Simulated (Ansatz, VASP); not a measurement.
**AgCl: VASP beside Ansatz**

```
Ag Cl
1.0
     3.43397    0.00000    0.00000
     0.00000    3.43397    0.00000
     0.00000    0.00000    3.53699
Ag Cl
1 1
Direct
  0.00000 0.00000 0.00000
  0.50000 0.50000 0.50000
```

Change from the starting cell: zz strain of +3 %, crystal datasets.

Alike in both runs: task electric field gradients; functional PBEsol; k mesh 9 × 9 × 9; occupations fermi-dirac, width 0.01 eV; no spin polarisation.

|  | VASP | Ansatz |
| --- | --- | --- |
| version | VASP 6.6.1 | Ansatz 0.2.0 |
| potentials or method | VASP PAW PBE potentials, release 64 (Ag, Cl), cutoff 520 eV | all-electron PAW with datasets made for the crystal, scalar-relativistic |

Ansatz gave:

```
gap on the k mesh at the Fermi level (eV)                     : 0.41
pressure (GPa)                                                : -5.6
traceless stress, the component that is largest in VASP (GPa) : -0.86
size of Vzz on the site where it differs most (V/Å²)          : 3.6
```

**Question.** Estimate VASP's values.

**Answer.** gap on the k mesh at the Fermi level (eV): 0.41; pressure (GPa): -5.7; traceless stress, the component that is largest in VASP (GPa): -0.86; size of Vzz on the site where it differs most (V/Å²): 2.8.

VASP's potentials were made for PBE, not for PBEsol. Ansatz ran all-electron here, and VASP with PAW potentials.
